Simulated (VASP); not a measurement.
Runs of VASP 6.6.1 on Cd. The structure is that of space group Fm-3m (No. 225), or close to it. The cells are those of the table. This isn't the form of Cd at room conditions, which is hcp.

```csv
task,cell,k mesh,cutoff (eV),gap on the mesh (eV),pressure (GPa),relaxed volume (Å³/atom)
single point,"a = 3.095 Å, angles 60.0°, 1 atom",16 × 16 × 16,520,none,0.4,-
single point,"a = 3.095 Å, angles 60.0°, 1 atom",8 × 8 × 8,500,none,0.5,-
relaxation of cell and atoms,"relaxed from a = 3.095 Å, angles 60.0°, 1 atom",16 × 16 × 16,600,none,0.0,(b)
single point,"a = 2.708 Å, angles 60.0°, 1 atom",8 × 8 × 8,500,none,73.9,-
relaxation of cell and atoms,"relaxed from a = 2.708 Å, angles 60.0°, 1 atom",8 × 8 × 8,500,none,0.1,(a)
```

Alike in all rows: level PBEsol; potentials or basis VASP PAW PBE potentials, release 64 (Cd); no spin polarisation; smearing gaussian 0.1 eV.

**Question.** Fill in the values left out.

**Answer.** (a) 20.75; (b) 21.07.

Caveats: the PAW data sets were made with another functional, which shifts forces and pressure a little; the cell stands under pressure (at least some runs); the volume moved by over 15 % at a fixed basis, so the end points are rough (at least some runs).

A k mesh can miss the band edges, and the runs leave out spin-orbit coupling on Cd.

A gap of «none» marks levels without a gap at the run's occupations.
